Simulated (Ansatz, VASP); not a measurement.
PbS in VASP and in Ansatz

File INCAR:

```
PREC = Accurate
ENCUT = 400
EDIFF = 1E-8
ISMEAR = -1
SIGMA = 0.01
LREAL = F
LASPH = T
NELM = 120
ALGO = Normal
ISIF = 2
LWAVE = F
LCHARG = F
GGA = PE
LEFG = T
NBANDS = 28
GGA_COMPAT = F
```

KPOINTS

```
regular mesh
0
Gamma
  7 7 3
```

Contents of POSCAR:

```
PbS
1.0
    2.8804729527     -2.8407997153      0.0000000000
    2.8804729527      2.8407997153      0.0000000000
   -1.0580019767      0.0000000000     11.4702578269
Pb S
2 2
Direct
    0.7756000000      0.7756000000      0.6363800000
    0.2244000000      0.2244000000      0.3636200000
    0.2684000000      0.2684000000      0.5986000000
    0.7316000000      0.7316000000      0.4014000000
```

Input for Ansatz:

```yaml
crystal:
  lattice:
    - [2.8804729527, -2.8407997153, 0.0]
    - [2.8804729527, 2.8407997153, 0.0]
    - [-1.0580019767, 0.0, 11.4702578269]
  atoms:
    - { symbol: Pb, position: [0.7756, 0.7756, 0.63638] }
    - { symbol: Pb, position: [0.2244, 0.2244, 0.36362] }
    - { symbol: S, position: [0.2684, 0.2684, 0.5986] }
    - { symbol: S, position: [0.7316, 0.7316, 0.4014] }
kpoints:
  mp_grid: { grid: [7, 7, 3] }
scf:
  occupations: { method: fermi_dirac, width: 0.01 }
hamiltonian:
  xc: pbe
  pseudopotentials: { kind: all_electron, datasets: crystal }
output:
  forces: true
  stress: true
  eigenvalues: true
  efg: { contact_densities: true }
```

Change from the starting cell: volume scaled by 0.94, crystal datasets.

Alike in both runs: task electric field gradients; functional PBE; k mesh 7 × 7 × 3; occupations fermi-dirac, width 0.01 eV; no spin polarisation.

|  | VASP | Ansatz |
| --- | --- | --- |
| version | VASP 6.6.1 | Ansatz 0.2.0 |
| potentials or method | VASP PAW PBE potentials, release 64 (Pb_d, S), cutoff 400 eV | all-electron PAW with datasets made for the slab, scalar-relativistic |

```tsv
	VASP	Ansatz	Ansatz less VASP
gap on the k mesh at the Fermi level (eV)	1.16	1.16	+0.004
rms of the force components (eV/Å)	0.038	0.039	+0.0008
size of Vzz on the site where it differs most (V/Å²)	143.7	136.7	-6.92
```

Atom by atom the forces differ by 0.002 eV/Å (rms over components). Ansatz ran all-electron here, and VASP with PAW potentials.

Spin-orbit coupling is off throughout.
